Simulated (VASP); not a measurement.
A run of VASP 6.6.1 is set up as follows.

INCAR

```
PREC = Accurate ; ENCUT = 520
EDIFF = 1E-7 ; ISMEAR = 0
SIGMA = 0.05 ; LREAL = Auto
LASPH = True ; NELM = 60
ALGO = Normal ; ISIF = 2
LWAVE = False ; LCHARG = False
GGA = PS ; NBANDS = 88
```

The input KPOINTS:

```
regular mesh
0
Gamma
  4 4 1
```

POSCAR

```
SiW8C8
1.0
    5.7948000000      0.0000000000      0.0000000000
   -2.8974000000      5.0184440000      0.0000000000
    0.0000000000      0.0000000000     17.2442500000
W C Si
8 8 1
Direct
    0.0000000000      0.0000000000      0.0579902866
   -0.0010614734      0.0013691495      0.2179444163
    0.0000000000      0.5000000000      0.0579902866
    0.0001118262      0.5002022539      0.2228018035
    0.5000000000      0.0000000000      0.0579902866
    0.4999957654      0.0002510738      0.2228343941
    0.5000000000      0.5000000000      0.0579902866
    0.5016367843      0.4985427754      0.2233995100
    0.3357111009      0.1680277791      0.1338193891
    0.3221550775      0.1673542636      0.2929310930
    0.3337575510      0.6660327384      0.1346912159
    0.3328757308      0.6686295593      0.2885811212
    0.8325844805      0.1673885372      0.1334992244
    0.8365140200      0.1644334379      0.2872826014
    0.8319088729      0.6641722016      0.1339109558
    0.8333453204      0.6784180515      0.2928823231
    0.0785285958      0.9222135387      0.3620293141
```

Potentials or basis: VASP PAW PBE potentials, release 64 (W_sv, C, Si).

The run is started by

```bash
$ cat potpaw_PBE.64/W_sv/POTCAR potpaw_PBE.64/C/POTCAR potpaw_PBE.64/Si/POTCAR > POTCAR
$ mpirun -np 1 vasp_std > vasp.out
```

(1) Estimate the band gap on the k mesh.

(2) What does it give for the largest force?

Results:

(1) zero (bands 74 and 75 overlap by 0.93 eV).

(2) 0.557 eV/Å.

Caveat: there is no dipole correction, which matters where the two faces differ; the PAW data sets were made with another functional, which shifts forces and pressure a little; spin-orbit coupling is left out, which moves the levels of the heavy elements.
